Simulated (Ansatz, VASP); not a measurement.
## TlCuI3: VASP beside Ansatz

```xyz
5
Lattice="5.6013 0.0000 0.0000 0.0000 5.6013 0.0000 0.0000 0.0000 5.6013" Properties=species:S:1:pos:R:3 pbc="T T T"
Tl    2.8006    2.8006    2.8006
Cu    0.0000    0.0000    0.0000
I     2.8006    0.0000    0.0000
I     0.0000    2.8006    0.0000
I     0.0000    0.0000    2.8006
```

Alike in both runs: task single point; functional PBE; k mesh 8 × 8 × 8; occupations gaussian, width 0.1 eV; no spin polarisation.

```csv
,VASP,Ansatz
version,VASP 6.6.1,Ansatz 0.2.0
potentials or method,"VASP PAW PBE potentials, release 64 (Tl_d, Cu, I), cutoff 520 eV","scalar-relativistic, plane waves, PAW"
valence electrons in the cell,45,83
```

|  | VASP | Ansatz | Ansatz less VASP |
| --- | --- | --- | --- |
| gap on the k mesh at the Fermi level (eV) | none | none | - |
| pressure (GPa) | -0.7 | -0.7 | 0.00 |

A gap of «none» marks a metal or a gap that the smearing closes. VASP's potentials hold 45 valence electrons a cell and Ansatz's 83, so a difference there can come from the potentials and not from the codes.

Neither program's run includes spin-orbit coupling.
